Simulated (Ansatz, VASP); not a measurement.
## TaN: VASP beside Ansatz

```xyz
6
Lattice="5.0294 0.0000 0.0000 -2.5147 4.3556 0.0000 0.0000 0.0000 2.9080" Properties=species:S:1:pos:R:3 pbc="T T T"
Ta    0.0000    0.0000    0.0000
Ta    0.0000    2.9038    1.4540
Ta    2.5147    1.4519    1.4540
N     2.5147    0.0000    0.0000
N     1.2574    2.1778    0.0000
N    -1.2574    2.1778    0.0000
```

Change from the starting cell: equal xx and yy strain of -3 %, PAW files.

Alike in both runs: task electric field gradients; functional PBE; k mesh 5 × 5 × 8; occupations fermi-dirac, width 0.03 eV; no spin polarisation.

```csv
,VASP,Ansatz
version,VASP 6.6.1,Ansatz 0.2.0
potentials or method,"VASP PAW PBE potentials, release 64 (Ta_sv_GW, N)","PAW with Ansatz's default frozen-core files, scalar-relativistic"
plane-wave cutoff (eV),520,420
valence electrons in the cell,54,54
```

VASP gave:

* size of Vzz on the site where it differs most (V/Å²): 383.4

Q: Which values does Ansatz return?

A: Size of Vzz on the site where it differs most (V/Å²): 428.6.

Spin-orbit coupling is off throughout.
